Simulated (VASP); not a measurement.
# Ir: single point with LDA

Ir:

```
CELL_PARAMETERS angstrom
0.00000 1.93533 1.93533
1.93533 0.00000 1.93533
1.93533 1.93533 0.00000
ATOMIC_POSITIONS crystal
Ir 0.00000 0.00000 0.00000
```

- Program: VASP 6.6.1
- Task: single point
- Functional: LDA
- Potentials or basis: VASP PAW LDA potentials, release 64 (Ir_sv_GW)
- Cutoff: 500 eV
- k mesh: 18 × 18 × 18
- Occupations: gaussian, width 0.1 eV
- Spin: no spin polarisation
- Dipole correction: no
- Second run: valence_matched
- Further INCAR settings: ALGO = Normal; EDIFF = 1e-06; NBANDS = 14

```json
{"Pressure": "-18.6 GPa"}
```

Levels at points of the mesh, in eV from the Fermi level:
| k point | band 5 | band 6 | band 7 | band 8 | band 9 | band 10 | band 11 | band 12 |
| --- | --- | --- | --- | --- | --- | --- | --- | --- |
| (0.00, 0.00, 0.00) | -10.86 | -3.80 | -3.80 | -3.80 | -1.17 | -1.17 | 13.69 | 19.03 |
| (0.50, 0.00, 0.00) | -7.88 | -3.88 | -3.88 | -0.68 | 0.84 | 0.84 | 7.01 | 13.34 |
| (0.50, 0.50, 0.00) | -7.66 | -7.12 | 0.82 | 1.38 | 1.38 | 1.71 | 10.18 | 11.36 |

It used 44 s of CPU time on 1 thread of AMD EPYC 7R13 Processor (Zen 3), with other jobs on the host.

Caveat: spin-orbit coupling is left out, which moves the levels of the heavy elements.
